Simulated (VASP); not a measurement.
K2TiF6, 9 atoms in the cell. It takes space group P-3m1 (No. 164, trigonal). Conventional cell: a = 5.641 Å, b = 5.641 Å, c = 4.548 Å, α = 90.00°, β = 90.00°, γ = 120.00°. Within 3.6 Å of K (site symmetry 3m) lie 12 F at 2.74 to 2.96 Å and 3 Ti at 3.54 Å. Within 2.5 Å of Ti (site symmetry -3m) lie 6 F at 1.86 Å. F (site symmetry m) has 1 Ti at 1.86 Å within 2.5 Å.  This cell differs from its parent crystal: volume scaled by 1.06, then relaxed in part.

```yaml
Program: VASP 6.6.1
Task: single point
Functional: LDA
Potentials_or_basis: VASP PAW LDA potentials, release 64 (K_sv, Ti_sv, F)
Cutoff: 520 eV
k_mesh: 6 × 6 × 6
Occupations: gaussian, width 0.02 eV
Spin: no spin polarisation
Dipole_correction: no
Further_INCAR_settings: ALGO = Normal; EDIFF = 1e-06; NBANDS = 46
```

Potentials or basis: VASP PAW LDA potentials, release 64 (K_sv, Ti_sv, F).

Command:

```sh
$ cat potpaw_LDA.64/K_sv/POTCAR potpaw_LDA.64/Ti_sv/POTCAR potpaw_LDA.64/F/POTCAR > POTCAR
$ mpirun -np 1 vasp_std > vasp.out
```

Hardware: 1 thread of AMD EPYC 7R13, with other jobs on the host.

Task: How long does it take, and how much memory?

Result: Wall time 11 min on 1 thread of AMD EPYC 7R13, with other jobs on the host, peak memory 0.27 GiB. Counts: scf iterations 15, k points 34.
